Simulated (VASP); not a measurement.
# Ti8O17 (a cell with a defect): single point with PBE

The system is Ti8O17 (a cell with a defect).

```xyz
25
Lattice="4.6435 4.6435 0.0000 -4.6435 4.6435 0.0000 0.0000 0.0000 5.9274" Properties=species:S:1:pos:R:3 pbc="T T T"
Ti   -2.3727    1.9578    0.1680
Ti    2.3855    2.6875    0.1678
Ti    0.4229   -0.1288    1.4311
Ti   -0.4093    4.7740    1.4305
Ti   -2.1854    2.7389    3.0119
Ti    2.1992    1.9064    3.0117
Ti   -0.3580    0.0583    4.2751
Ti    0.3722    4.5868    4.2744
O    -1.1859    2.9637    1.2302
O     3.3294    3.2330    1.5462
O    -0.9149    0.6691    0.0481
O    -1.0429    5.6775    0.0741
O    -3.5876    3.6106    0.0741
O     0.9277    3.9753    0.0482
O     1.1990    1.6808    1.2300
O     1.3270    6.0546    1.5458
O    -1.2811    3.3709    4.3688
O     2.9970    3.2440    4.3947
O    -0.9044    1.0013    2.8963
O    -0.6345    5.7737    3.2131
O    -3.9957    3.5146    3.2120
O     0.9177    3.6427    2.8962
O     1.2949    1.2733    4.3683
O     1.6601    6.0442    4.3946
O    -2.3148    4.6443    2.2215
```

- Program: VASP 6.6.1
- Task: single point
- Functional: PBE
- Potentials or basis: VASP PAW PBE potentials, release 64 (Ti_sv, O)
- Cutoff: 520 eV
- k mesh: 1 × 1 × 1
- Occupations: fermi-dirac, width 0.01 eV
- Spin: no spin polarisation

| Item | Value |
| --- | --- |
| Largest force | 0.125 eV/Å |

Forces on the atoms (eV/Å):
```
Ti   0.048  0.033 -0.080
Ti  -0.045 -0.034 -0.079
Ti  -0.086  0.043  0.064
Ti   0.087 -0.047  0.067
Ti  -0.045 -0.090 -0.066
Ti   0.046  0.087 -0.064
Ti   0.032 -0.047  0.074
Ti  -0.035  0.046  0.080
O    0.029  0.005 -0.006
O    0.060  0.043  0.090
O   -0.004  0.008  0.038
O   -0.045  0.060 -0.100
O    0.043 -0.056 -0.097
O    0.005 -0.006  0.035
O   -0.029 -0.005 -0.007
O   -0.060 -0.042  0.092
O    0.056  0.047  0.096
O    0.006  0.003 -0.038
O   -0.042  0.061 -0.088
O   -0.007  0.026  0.005
O    0.008 -0.027  0.010
O    0.043 -0.059 -0.090
O   -0.057 -0.045  0.098
O   -0.007 -0.002 -0.037
O   -0.001  0.000  0.001
```

Levels at points of the mesh, in eV from the Fermi level:
```csv
k point,band 98,band 99,band 100,band 101,band 102,band 103
"(0.00, 0.00, 0.00)",-0.38,-0.38,-0.28,2.19,2.44,2.58
```

Wall time 43 s on 1 thread of Intel(R) Xeon(R) 6975P-C (Granite Rapids) (shared host), peak memory 0.31 GiB.

Caveat: the k points lie up to 1.06 Å⁻¹ apart; the cell carries a net charge on a neutralising background, which shifts energy and pressure; the cell is charged against a uniform background, so pressure and absolute levels hang on convention.
